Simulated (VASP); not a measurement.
# SnGe2 (F-43m) in VASP: notebook

The runs below take SnGe2 through single point, relaxation of cell and atoms, with PBE.

Program: VASP 6.6.1. These are calculated values, not measurements. Logs are shortened: lines on timing, memory, paths and dates and some standing lists are left out, and cuts for length are marked.

### 1 The cell of the first run

Symmetry: F-43m, No. 216, cubic system. The conventional cell has a = 6.272 Å, b = 6.272 Å, c = 6.272 Å, α = 90.00°, β = 90.00°, γ = 90.00°. Sn (site symmetry -43m) has 10 Ge at 2.72 to 3.14 Å within 3.6 Å. Ge (site symmetry -43m) has 4 Sn at 2.72 Å and 4 Ge at 2.72 Å within 3.6 Å. Within 3.6 Å of Ge (site symmetry -43m) lie 4 Ge at 2.72 Å and 6 Sn at 3.14 Å.

The cell was built from a structure type or drawn by symmetry, and may not be a known phase.

### 2 Single point, PBE

File INCAR:

```
ALGO     = Normal         # electronic algorithm
EDIFF    = 1E-6           # SCF threshold, eV
ENCUT    = 520            # plane-wave cutoff, eV
GGA      = PE             # functional
ISIF     = 2              # what is computed and relaxed
ISMEAR   = 0              # smearing method
LASPH    = T              # aspherical terms in the spheres
LCHARG   = F              # write CHGCAR
LREAL    = F              # projectors in reciprocal space
LWAVE    = F              # write WAVECAR
NBANDS   = 28             # bands
NELM     = 100            # most SCF steps
PREC     = Accurate       # precision mode
SIGMA    = 0.1            # smearing width, eV
```

File KPOINTS:

```
k-points
0
Gamma
  6 6 6
```

File POSCAR:

```
SnGe2
1.0
    0.0000000000      3.1357842200      3.1357842200
    3.1357842200      0.0000000000      3.1357842200
    3.1357842200      3.1357842200      0.0000000000
Sn Ge
1 2
Direct
    0.0000000000      0.0000000000      0.0000000000
    0.2500000000      0.2500000000      0.2500000000
    0.5000000000      0.5000000000      0.5000000000
```

Potentials or basis: VASP PAW PBE potentials, release 64 (Sn_d, Ge_d).

Started as:

```
$ cat potpaw_PBE.64/Sn_d/POTCAR potpaw_PBE.64/Ge_d/POTCAR > POTCAR
$ mpirun -np 1 vasp_std > vasp.out
```

OUTCAR:

```text
EDIFF = 1E-6
   ENCUT = 520
   GGA = PE
   ISIF = 2
   ISMEAR = 0
   LASPH = T
   LREAL = F
   NELM = 100
   PREC = Accurate

 ion  position               nearest neighbor table
   1  0.000  0.000  0.000-   2 2.72   2 2.72   2 2.72   2 2.72   3 3.14   3 3.14   3 3.14   3 3.14
                             3 3.14   3 3.14
   2  0.250  0.250  0.250-   1 2.72   3 2.72   1 2.72   1 2.72   1 2.72   3 2.72   3 2.72   3 2.72

   3  0.500  0.500  0.500-   2 2.72   2 2.72   2 2.72   2 2.72   1 3.14   1 3.14   1 3.14   1 3.14
                             1 3.14   1 3.14

  LATTYP: Found a face centered cubic cell.
 ALAT       =     6.2715684400

  Lattice vectors:

 A1 = (   0.0000000000,   3.1357842200,   3.1357842200)
 A2 = (   3.1357842200,   0.0000000000,   3.1357842200)
 A3 = (   3.1357842200,   3.1357842200,   0.0000000000)

Analysis of symmetry for initial positions (statically):
=====================================================================
 Subroutine PRICEL returns:
 Original cell was already a primitive cell.

 Routine SETGRP: Setting up the symmetry group for a
 face centered cubic supercell.

 Subroutine GETGRP returns: Found 24 space group operations
 (whereof 24 operations were pure point group operations)
 out of a pool of 48 trial point group operations.

The static configuration has the point symmetry T_d .

Analysis of symmetry for dynamics (positions and initial velocities):
=====================================================================
 Subroutine PRICEL returns:
 Original cell was already a primitive cell.

 Routine SETGRP: Setting up the symmetry group for a
 face centered cubic supercell.

 Subroutine GETGRP returns: Found 24 space group operations
 (whereof 24 operations were pure point group operations)
 out of a pool of 48 trial point group operations.

The dynamic configuration has the point symmetry T_d .

 Subroutine INISYM returns: Found 24 space group operations
 (whereof 24 operations are pure point group operations),
 and found     1 'primitive' translations

----------------------------------------------------------------------------------------

                                     Primitive cell

  volume of cell :      61.6692

  direct lattice vectors                    reciprocal lattice vectors
     0.000000000  3.135784220  3.135784220    -0.159449747  0.159449747  0.159449747
     3.135784220  0.000000000  3.135784220     0.159449747 -0.159449747  0.159449747
     3.135784220  3.135784220  0.000000000     0.159449747  0.159449747 -0.159449747

  length of vectors
     4.434668573  4.434668573  4.434668573     0.276175063  0.276175063  0.276175063

  position of ions in fractional coordinates (direct lattice)
     0.000000000  0.000000000  0.000000000
     0.250000000  0.250000000  0.250000000
     0.500000000  0.500000000  0.500000000

  ion indices of the primitive-cell ions
   primitive index   ion index
                 1           1
                 2           2
                 3           3

----------------------------------------------------------------------------------------

 KPOINTS: k-points

Automatic generation of k-mesh.
 Grid dimensions read from file:
 generate k-points for:    6    6    6

 Generating k-lattice:

  Cartesian coordinates                     Fractional coordinates (reciprocal lattice)
    -0.026574958  0.026574958  0.026574958     0.166666667  0.000000000  0.000000000
     0.026574958 -0.026574958  0.026574958     0.000000000  0.166666667  0.000000000
     0.026574958  0.026574958 -0.026574958     0.000000000  0.000000000  0.166666667

  Length of vectors
     0.046029177  0.046029177  0.046029177

  Shift w.r.t. Gamma in fractional coordinates (k-lattice)
     0.000000000  0.000000000  0.000000000

 Subroutine IBZKPT returns following result:
 ===========================================

 Found     16 irreducible k-points:

 Following reciprocal coordinates:
            Coordinates               Weight
  0.000000  0.000000  0.000000      1.000000
  0.166667  0.000000  0.000000      8.000000
  0.333333  0.000000  0.000000      8.000000
  0.500000  0.000000  0.000000      4.000000
  0.166667  0.166667  0.000000      6.000000
  0.333333  0.166667  0.000000     24.000000
[... 8 lines left out ...]
 -0.333333  0.333333  0.166667     24.000000
 -0.333333  0.500000  0.166667     12.000000
   k-points           NKPTS =     16   k-points in BZ     NKDIM =     16   number of bands    NBANDS=     28
   number of dos      NEDOS =    301   number of ions     NIONS =      3
   total plane-waves  NPLWV =  46656
   dimension x,y,z NGX =    36 NGY =   36 NGZ =   36
   dimension x,y,z NGXF=    72 NGYF=   72 NGZF=   72
   ions per type =               1   2
   NGX,Y,Z   is equivalent  to a cutoff of  13.50, 13.50, 13.50 a.u.
   NGXF,Y,Z  is equivalent  to a cutoff of  26.99, 26.99, 26.99 a.u.
 SYSTEM =  unknown system
   PREC   = accura    normal or accurate (medium, high low for compatibility)
   ISTART =      0    job   : 0-new  1-cont  2-samecut
   ICHARG =      2    charge: 1-file 2-atom 10-const
   ISPIN  =      1    spin polarized calculation?
   LNONCOLLINEAR =      F non collinear calculations
   LSORBIT =      F    spin-orbit coupling
   LASPH  =      T    aspherical Exc in radial PAW
   ENCUT  =  520.0 eV  38.22 Ry    6.18 a.u.   8.25  8.25  8.25*2*pi/ulx,y,z
   NELM   =    100;   NELMIN=  2; NELMDL= -5     # of ELM steps
   EDIFF  = 0.1E-05   stopping-criterion for ELM
   LREAL  =      F    real-space projection
   EDIFFG = 0.1E-04   stopping-criterion for IOM
   NSW    =      0    number of steps for IOM
   IBRION =     -1    ionic relax: 0-MD 1-quasi-New 2-CG
   NFREE  =      0    steps in history (QN), initial steepest desc. (CG)
   ISIF   =      2    stress and relaxation
   ISYM   =      2    0-nonsym 1-usesym 2-fastsym
   POTIM  = 0.5000    time-step for ionic-motion
   TEBEG  =    0.0;   TEEND  =   0.0 temperature during run
   PSTRESS=    0.0 pullay stress
   NELECT =      42.0000    total number of electrons
   NUPDOWN=      -1.0000    fix difference up-down
   EMIN   =  10.00;   EMAX   =-10.00  energy-range for DOS
   EFERMI =   0.00;   METHOD = LEGACY
   ISMEAR =     0;   SIGMA  =   0.10  broadening in eV -4-tet -1-fermi 0-gaus
   EFERMI_NEDOS =   21; number of points for ismear=-14 and -15
   IALGO  =     38    algorithm
   IMIX   =      4    mixing-type and parameters
     AMIX     =   0.40;   BMIX     =  1.00
     AMIX_MAG =   1.60;   BMIX_MAG =  1.00
  volume/ion in A,a.u.               =      20.56       138.72
  Fermi-wavevector in a.u.,A,eV,Ry     =   1.440351  2.721869 28.226808  2.074612
  Thomas-Fermi vector in A             =   2.559105
   LORBIT       =      0    0 simple, 1 ext, 2 COOP (PROOUT), +10 PAW based schemes
   GGA     = PE    functional components
   LHFCALC =     F    Hartree Fock is set to
   AEXX    =    0.0000 exact exchange contribution
   IVDW    =     0    specifies the selected vdW correction
   LEPSILON=     F    determine dielectric tensor
   LRPA    =     F    only Hartree local field effects (RPA)
 non-spin polarized calculation
 Gauss-broadening in eV      SIGMA  =   0.10
  energy-cutoff  :      520.00
  volume of cell :       61.67
 maximum number of plane-waves:      1676
 NGX is ok and might be reduce to    36
   NGX = 17   NGY = 17   NGZ = 17

 number of electron      41.9999974 magnetization

 Free energy of the ion-electron system (eV)
  ---------------------------------------------------
  ext. energy  EPLUGINS =         0.00000000
  ---------------------------------------------------
  free energy    TOTEN  =       -11.37970411 eV

  energy without entropy =      -11.36825296  energy(sigma->0) =      -11.37397854

 E-fermi :   7.7252     XC(G=0): -10.9672

 val. band max:        7.6985468595   @ k =   0.3333   0.0000   0.0000
 cond. band min:       7.8663845246   @ k =  -0.3333   0.5000   0.1667
 fundamental gap:      0.1678376652
 Fermi energy:         7.7252430843

 k-point     1 :       0.0000    0.0000    0.0000
  band No.  band energies     occupation
      1     -16.8241      2.00000
      2     -16.8241      2.00000
      3     -16.8241      2.00000
      4     -16.8056      2.00000
      5     -16.8056      2.00000
      6     -16.7018      2.00000
[... 20 lines left out ...]
     27      12.0060      0.00000
     28      13.9548      0.00000

 k-point     2 :       0.1667    0.0000    0.0000
  band No.  band energies     occupation
      1     -16.8290      2.00000
      2     -16.8290      2.00000
      3     -16.8234      2.00000
      4     -16.7983      2.00000
      5     -16.7983      2.00000
      6     -16.7079      2.00000
[... 20 lines left out ...]
     27      11.8617      0.00000
     28      15.7175      0.00000

 k-point     3 :       0.3333    0.0000    0.0000
  band No.  band energies     occupation
      1     -16.8347      2.00000
      2     -16.8347      2.00000
      3     -16.8206      2.00000
      4     -16.7882      2.00000
      5     -16.7882      2.00000
      6     -16.7131      2.00000
[... 20 lines left out ...]
     27      14.6270      0.00000
     28      17.1439      0.00000

 k-point     4 :       0.5000    0.0000    0.0000
  band No.  band energies     occupation
      1     -16.8369      2.00000
      2     -16.8369      2.00000
      3     -16.8186      2.00000
      4     -16.7842      2.00000
      5     -16.7842      2.00000
      6     -16.7143      2.00000
[... 330 lines left out ...]
     27      15.3430      0.00000
     28      16.1748      0.00000

 k-point    15 :      -0.3333    0.3333    0.1667
  band No.  band energies     occupation
      1     -16.8461      2.00000
      2     -16.8420      2.00000
      3     -16.8044      2.00000
      4     -16.7752      2.00000
      5     -16.7720      2.00000
      6     -16.7322      2.00000
[... 20 lines left out ...]
     27      14.9510      0.00000
     28      17.3201      0.00000

 k-point    16 :      -0.3333    0.5000    0.1667
  band No.  band energies     occupation
      1     -16.8457      2.00000
      2     -16.8436      2.00000
      3     -16.8031      2.00000
      4     -16.7797      2.00000
      5     -16.7668      2.00000
      6     -16.7315      2.00000
[... 20 lines left out ...]
     27      14.7173      0.00000
     28      17.1479      0.00000

------------------------ aborting loop because EDIFF is reached ----------------------------------------

  FORCE on cell =-STRESS in cart. coord.  units (eV):
  Direction    XX          YY          ZZ          XY          YZ          ZX
  --------------------------------------------------------------------------------------
  -------------------------------------------------------------------------------------
  Total        6.3228842      6.3228842      6.3228842     -0.0000000     -0.0000000      0.0000000
  in kB      164.2696387    164.2696387    164.2696387     -0.0000000     -0.0000000      0.0000000
  external PRESSURE =     164.2696387 kB  Pullay stress =       0.0000000 kB

 VOLUME and BASIS-vectors are now :
 -----------------------------------------------------------------------------
  energy-cutoff  :      520.00
  volume of cell :       61.67
      direct lattice vectors                 reciprocal lattice vectors
     0.000000000  3.135784220  3.135784220    -0.159449747  0.159449747  0.159449747
     3.135784220  0.000000000  3.135784220     0.159449747 -0.159449747  0.159449747
     3.135784220  3.135784220  0.000000000     0.159449747  0.159449747 -0.159449747

 POSITION                                       TOTAL-FORCE (eV/Angst)
 -----------------------------------------------------------------------------------
      0.00000      0.00000      0.00000         0.000000      0.000000      0.000000
      1.56789      1.56789      1.56789        -0.000000     -0.000000     -0.000000
      3.13578      3.13578      3.13578        -0.000000     -0.000000      0.000000
 -----------------------------------------------------------------------------------
    total drift:                               -0.000000     -0.000000     -0.000000

  FREE ENERGIE OF THE ION-ELECTRON SYSTEM (eV)
  ---------------------------------------------------
  free  energy   TOTEN  =       -11.3797041148 eV

  energy  without entropy=      -11.3682529554  energy(sigma->0) =      -11.37397854
```

Wall time 21 s (1 thread of Intel Xeon Platinum 8559C (Emerald Rapids), shared host); peak memory 0.2 GiB.

Results:

- Free energy: -11.3797 eV
- Pressure: 16.4 GPa
- Band gap on the k mesh: zero (bands 21 and 22 overlap by 2.28 eV)

Caveat: the cell stands under pressure; spin-orbit coupling is left out, which moves the levels of the heavy elements.

### 3 Single point, PBE

This run uses another cell than the first one, of 25.58 Å³/atom.

File INCAR:

```
PREC     = Accurate       # precision mode
ENCUT    = 520            # plane-wave cutoff, eV
EDIFF    = 1E-7           # SCF threshold, eV
ISMEAR   = 0              # smearing method
SIGMA    = 0.1            # smearing width, eV
LREAL    = False          # projectors in reciprocal space
LASPH    = True           # aspherical terms in the spheres
NELM     = 80             # most SCF steps
ALGO     = Normal         # electronic algorithm
ISIF     = 2              # what is computed and relaxed
LWAVE    = False          # write WAVECAR
LCHARG   = False          # write CHGCAR
GGA      = PE             # functional
NBANDS   = 28             # bands
```

File KPOINTS:

```
regular mesh
0
Gamma
  6 6 6
```

File POSCAR:

```
SnGe2
1.0
    0.0000000000      3.3728627911      3.3728627911
    3.3728627911      0.0000000000      3.3728627911
    3.3728627911      3.3728627911      0.0000000000
Sn Ge
1 2
Direct
    0.0000000000      0.0000000000      0.0000000000
    0.2500000000      0.2500000000      0.2500000000
    0.5000000000      0.5000000000      0.5000000000
```

Potentials or basis: VASP PAW PBE potentials, release 64 (Sn_d, Ge_d).

Started as:

```
$ cat potpaw_PBE.64/Sn_d/POTCAR potpaw_PBE.64/Ge_d/POTCAR > POTCAR
$ mpirun -np 1 vasp_std > vasp.out
```

OUTCAR:

```text
PREC = Accurate
   ENCUT = 520
   EDIFF = 1E-7
   ISMEAR = 0
   LREAL = False
   LASPH = True
   NELM = 80
   ISIF = 2
   GGA = PE

 ion  position               nearest neighbor table
   1  0.000  0.000  0.000-   2 2.92   2 2.92   2 2.92   2 2.92
   2  0.250  0.250  0.250-   1 2.92   1 2.92   1 2.92   1 2.92
   3  0.500  0.500  0.500-

  LATTYP: Found a face centered cubic cell.
 ALAT       =     6.7457255822

  Lattice vectors:

[... 675 lines left out ...]

  FORCE on cell =-STRESS in cart. coord.  units (eV):
  Direction    XX          YY          ZZ          XY          YZ          ZX
  --------------------------------------------------------------------------------------
  -------------------------------------------------------------------------------------
  Total       -0.0185369     -0.0185369     -0.0185369      0.0000000      0.0000000     -0.0000000
  in kB       -0.3870101     -0.3870101     -0.3870101      0.0000000      0.0000000     -0.0000000
  external PRESSURE =      -0.3870101 kB  Pullay stress =       0.0000000 kB

 VOLUME and BASIS-vectors are now :
 -----------------------------------------------------------------------------
  energy-cutoff  :      520.00
  volume of cell :       76.74
      direct lattice vectors                 reciprocal lattice vectors
     0.000000000  3.372862791  3.372862791    -0.148242022  0.148242022  0.148242022
     3.372862791  0.000000000  3.372862791     0.148242022 -0.148242022  0.148242022
     3.372862791  3.372862791  0.000000000     0.148242022  0.148242022 -0.148242022

 POSITION                                       TOTAL-FORCE (eV/Angst)
 -----------------------------------------------------------------------------------
      0.00000      0.00000      0.00000        -0.000000     -0.000000      0.000000
      1.68643      1.68643      1.68643        -0.000000     -0.000000      0.000000
      3.37286      3.37286      3.37286         0.000000      0.000000     -0.000000
 -----------------------------------------------------------------------------------
    total drift:                               -0.000000     -0.000000     -0.000000

  FREE ENERGIE OF THE ION-ELECTRON SYSTEM (eV)
  ---------------------------------------------------
  free  energy   TOTEN  =       -12.0063797240 eV

  energy  without entropy=      -11.9938306891  energy(sigma->0) =      -12.00010521
```

OSZICAR:

```text
N       E                     dE             d eps       ncg     rms          rms(c)
DAV:   1     0.353384025227E+03    0.35338E+03   -0.21633E+04   988   0.348E+03
DAV:   2     0.478565517910E+02   -0.30553E+03   -0.29993E+03   896   0.710E+02
DAV:   3    -0.916436988708E+01   -0.57021E+02   -0.56329E+02  1036   0.194E+02
DAV:   4    -0.120272212481E+02   -0.28629E+01   -0.28534E+01  1008   0.507E+01
DAV:   5    -0.120980282959E+02   -0.70807E-01   -0.70801E-01  1104   0.815E+00    0.229E+00
DAV:   6    -0.120206821741E+02    0.77346E-01   -0.12784E-01  1268   0.517E+00    0.127E+00
DAV:   7    -0.120069185924E+02    0.13764E-01   -0.58098E-02  1064   0.223E+00    0.349E-01
DAV:   8    -0.120062922379E+02    0.62635E-03   -0.90638E-03  1048   0.198E+00    0.741E-02
DAV:   9    -0.120063297476E+02   -0.37510E-04   -0.12218E-03  1232   0.949E-01    0.525E-02
DAV:  10    -0.120063739100E+02   -0.44162E-04   -0.26931E-04  1144   0.222E-01    0.149E-02
DAV:  11    -0.120063786820E+02   -0.47720E-05   -0.55145E-05  1028   0.176E-01    0.766E-03
DAV:  12    -0.120063791977E+02   -0.51571E-06   -0.15039E-05   980   0.410E-02    0.225E-03
DAV:  13    -0.120063795425E+02   -0.34475E-06   -0.12130E-06   992   0.134E-02    0.149E-03
DAV:  14    -0.120063797462E+02   -0.20373E-06   -0.14495E-07   684   0.528E-03    0.669E-04
DAV:  15    -0.120063797240E+02    0.22173E-07   -0.65442E-08   624   0.772E-03
   1 F= -.12006380E+02 E0= -.12000105E+02  d E =-.125490E-01
```

Run time: 44 s. Hardware: 1 thread of Intel Xeon Platinum 8559C (Emerald Rapids), shared host; peak memory 0.2 GiB.

Results:

```yaml
Free_energy: -12.0064 eV
Pressure: 0.0 GPa
Band_gap_on_the_k_mesh: zero (bands 21 and 22 overlap by 1.39 eV)
```

Caveat: spin-orbit coupling is left out, which moves the levels of the heavy elements.

(Continued in part 2 of 2.)
